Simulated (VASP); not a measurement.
CdAg, 2 atoms in the cell. It takes space group Pm-3m (No. 221, cubic). The conventional cell has a = 3.430 Å, b = 3.430 Å, c = 3.430 Å, α = 90.00°, β = 90.00°, γ = 90.00°. Cd (site symmetry m-3m) has 8 Ag at 2.97 Å and 6 Cd at 3.43 Å within 3.9 Å. Within 3.9 Å of Ag (site symmetry m-3m) lie 8 Cd at 2.97 Å and 6 Ag at 3.43 Å.  This cell differs from its parent crystal: strain +0.030 along x and y, +0.030 along z.

```yaml
Program: VASP 6.6.1
Task: single point
Functional: r2SCAN
Potentials_or_basis: VASP PAW PBE potentials, release 64 (Cd, Ag)
Cutoff: 520 eV
k_mesh: 14 × 14 × 14
Occupations: gaussian, width 0.15 eV
Spin: no spin polarisation
Dipole_correction: no
Further_INCAR_settings: ALGO = Normal; EDIFF = 1e-07; NBANDS = 18
```

Potentials or basis: VASP PAW PBE potentials, release 64 (Cd, Ag).

Launch:

```sh
$ cat potpaw_PBE.64/Cd/POTCAR potpaw_PBE.64/Ag/POTCAR > POTCAR
$ cp INCAR.step1 INCAR
$ mpirun -np 1 vasp_std > vasp.out
$ cp INCAR.step2 INCAR
$ mpirun -np 1 vasp_std > vasp.out
```

Hardware: 1 thread of Intel Xeon 8259CL (shared host).

**Question.** Estimate the wall time of this run.

**Answer.** It took 6.1 min on 1 thread of Intel Xeon 8259CL, with other jobs on the host, peak memory 0.23 GiB. Counts: k points 120.
